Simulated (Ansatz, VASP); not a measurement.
**CdPtC6N6: VASP beside Ansatz**

Contents of INCAR:

```
SYSTEM = CdPtC6N6
PREC     = Accurate       ! precision mode
ENCUT    = 520            ! plane-wave cutoff, eV
EDIFF    = 1E-8           ! SCF threshold, eV
ISMEAR   = -1             ! smearing method
SIGMA    = 0.05           ! smearing width, eV
LREAL    = .FALSE.        ! projectors in reciprocal space
LASPH    = .TRUE.         ! aspherical terms in the spheres
NELM     = 200            ! most SCF steps
ALGO     = Normal         ! electronic algorithm
ISIF     = 2              ! what is computed and relaxed
LWAVE    = .FALSE.        ! write WAVECAR
LCHARG   = .FALSE.        ! write CHGCAR
MAGMOM   = 0 0 0 0 0 0 0 0 0 0 0 0 0 0 0 0 0 0 0 0 0 0 0 0 0 0 0 0 0 0 0 0 0 0 0 0 0 0 0 0 0 0 ! initial moments
LORBIT   = 11             ! projections on sites
LSORBIT  = .TRUE.         ! spin-orbit coupling
GGA_COMPAT= .FALSE.      
LORBMOM  = .TRUE.       
LMAXMIX  = 4              ! l up to which the mixer works
GGA      = PE             ! functional
LEFG     = .TRUE.       
NBANDS   = 100            ! bands
KPAR     = 4
```

The input KPOINTS:

```
regular mesh
0
G
  5 5 5
  0 0 0
```

File POSCAR:

```
CdPtC6N6
1.0
    0.0000000000      5.4737000000      5.4737000000
    5.4737000000      0.0000000000      5.4737000000
    5.4737000000      5.4737000000      0.0000000000
Cd Pt C N
1 1 6 6
Direct
    0.5000000000      0.5000000000      0.5000000000
    0.0000000000      0.0000000000      0.0000000000
    0.1832732474      0.1832732474      0.8167267526
    0.8167267526      0.8167267526      0.1832732474
    0.8167267526      0.1832732474      0.1832732474
    0.1832732474      0.8167267526      0.8167267526
    0.1832732474      0.8167267526      0.1832732474
    0.8167267526      0.1832732474      0.8167267526
    0.2889924317      0.2889924317      0.7110075683
    0.7110075683      0.7110075683      0.2889924317
    0.7110075683      0.2889924317      0.2889924317
    0.2889924317      0.7110075683      0.7110075683
    0.2889924317      0.7110075683      0.2889924317
    0.7110075683      0.2889924317      0.7110075683
```

Input for Ansatz:

```yaml
crystal:
  lattice:
    - [0.0, 5.4737, 5.4737]
    - [5.4737, 0.0, 5.4737]
    - [5.4737, 5.4737, 0.0]
  atoms:
    - { symbol: Cd, position: [0.5, 0.5, 0.5] }
    - { symbol: Pt, position: [0.0, 0.0, 0.0] }
    - { symbol: C, position: [0.1832732474, 0.1832732474, 0.8167267526] }
    - { symbol: C, position: [0.8167267526, 0.8167267526, 0.1832732474] }
    - { symbol: C, position: [0.8167267526, 0.1832732474, 0.1832732474] }
    - { symbol: C, position: [0.1832732474, 0.8167267526, 0.8167267526] }
    - { symbol: C, position: [0.1832732474, 0.8167267526, 0.1832732474] }
    - { symbol: C, position: [0.8167267526, 0.1832732474, 0.8167267526] }
    - { symbol: "N", position: [0.2889924317, 0.2889924317, 0.7110075683] }
    - { symbol: "N", position: [0.7110075683, 0.7110075683, 0.2889924317] }
    - { symbol: "N", position: [0.7110075683, 0.2889924317, 0.2889924317] }
    - { symbol: "N", position: [0.2889924317, 0.7110075683, 0.7110075683] }
    - { symbol: "N", position: [0.2889924317, 0.7110075683, 0.2889924317] }
    - { symbol: "N", position: [0.7110075683, 0.2889924317, 0.7110075683] }
kpoints:
  mp_grid: { grid: [5, 5, 5] }
scf:
  occupations: { method: fermi_dirac, width: 0.05 }
hamiltonian:
  xc: pbe
  pseudopotentials: { kind: paw_fr }
output:
  forces: true
  stress: true
  populations: true
  efg:
    quadrupole_moments_barn: { "N": 0.02044 }
    contact_densities: true
magnetization:
  noncollinear: true
  spin_orbit: true
```

Alike in both runs: task electric field gradients; functional PBE; k mesh 5 × 5 × 5; occupations fermi-dirac, width 0.05 eV; non-collinear spin, spin-orbit coupling.

|  | VASP | Ansatz |
| --- | --- | --- |
| version | VASP 6.6.1 | Ansatz 0.2.0 |
| potentials or method | VASP PAW PBE potentials, release 64 (Cd, Pt, C, N) | plane-wave PAW |
| plane-wave cutoff (eV) | 520 | 420 |
| valence electrons in the cell | 76 | 92 |

VASP gave:

| Item | Value |
| --- | --- |
| pressure (GPa) | 1.9 |
| rms of the force components (eV/Å) | 0.238 |
| size of Vzz on the site where it differs most (V/Å²) | 51.1 |

Task: Estimate Ansatz's values.

Result: Pressure (GPa): 1.4; rms of the force components (eV/Å): 0.006; size of Vzz on the site where it differs most (V/Å²): 38.2.

Atom by atom the forces differ by 0.233 eV/Å (rms over components). One of these differences is far larger than is usual between the two programs; its cause wasn't traced. VASP's potentials hold 76 valence electrons a cell and Ansatz's 92, so a difference there can come from the potentials and not from the codes.

Noted on VASP's run: the standard files for N, O and F lose accuracy on very short bonds.
